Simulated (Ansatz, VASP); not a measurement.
## One calculation of Rh, two programs

```
CELL_PARAMETERS angstrom
2.70364 0.00000 0.00000
-1.35182 2.34142 0.00000
0.00000 0.00000 4.34862
ATOMIC_POSITIONS crystal
Rh 0.66667 0.33333 0.68101
Rh 0.33333 0.66667 0.25000
```

Alike in both runs: task single point; functional r2SCAN; k mesh 24 × 24 × 14; occupations gaussian, width 0.15 eV; no spin polarisation.

|  | VASP | Ansatz |
| --- | --- | --- |
| version | VASP 6.6.1 | Ansatz 0.2.0 |
| potentials or method | VASP PAW PBE potentials, release 64 (Rh_pv), cutoff 520 eV | scalar-relativistic, plane waves, PAW |
| valence electrons in the cell | 30 | 34 |

|  | VASP | Ansatz | Ansatz less VASP |
| --- | --- | --- | --- |
| gap on the k mesh at the Fermi level (eV) | none | none | - |
| pressure (GPa) | 16.6 | 15.0 | -1.58 |
| traceless stress, the component that is largest in VASP (GPa) | 6.92 | 6.64 | -0.283 |
| rms of the force components (eV/Å) | 2.208 | 2.133 | -0.0757 |

VASP's potentials were made for PBE, not for r2SCAN. Atom by atom the forces differ by 0.076 eV/Å (rms over components). A gap of «none» marks a metal or a gap that the smearing closes. VASP's potentials hold 30 valence electrons a cell and Ansatz's 34, so a difference there can come from the potentials and not from the codes.
